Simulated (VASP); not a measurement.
**MgS (sol): single point with PBEsol**

MgS (sol):

```xyz
2
Lattice="0.0000 2.5912 2.5912 2.5912 0.0000 2.5912 2.5912 2.5912 0.0000" Properties=species:S:1:pos:R:3 pbc="T T T"
Mg    0.0000    0.0000    0.0000
S     2.5912    2.5912    2.5912
```

```yaml
Program: VASP 6.6.1
Task: single point
Functional: PBEsol
Potentials_or_basis: VASP PAW PBE potentials, release 64 (Mg, S)
Cutoff: 520 eV
k_mesh: 6 × 6 × 6
Occupations: gaussian, width 0.02 eV
Spin: no spin polarisation
Dipole_correction: no
Further_INCAR_settings: ALGO = Normal; EDIFF = 1e-07; NBANDS = 11
```

The pressure is -0.2 GPa. The band gap on the k mesh is 2.73 eV, indirect (least direct gap 3.69 eV).

Levels at points of the mesh, in eV from the valence-band top:
```
           k point  band 1  band 2  band 3  band 4  band 5  band 6  band 7  band 8  band 9
(0.00, 0.00, 0.00)  -12.75    0.00    0.00    0.00    3.69    7.84    7.84    7.84   10.32
(0.50, 0.00, 0.00)  -11.40   -4.96   -0.61   -0.61    4.42    6.84    6.84   10.20   12.04
(0.50, 0.50, 0.00)  -11.01   -4.33   -1.74   -1.74    2.73    4.20   11.99   12.85   13.38
```

It took 3.6 s on 1 thread of Intel(R) Xeon(R) 6975P-C (Granite Rapids), with other jobs on the host, peak memory 0.15 GiB.

Caveat: the PAW data sets were made with another functional, which shifts forces and pressure a little. A k mesh can miss the band edges.
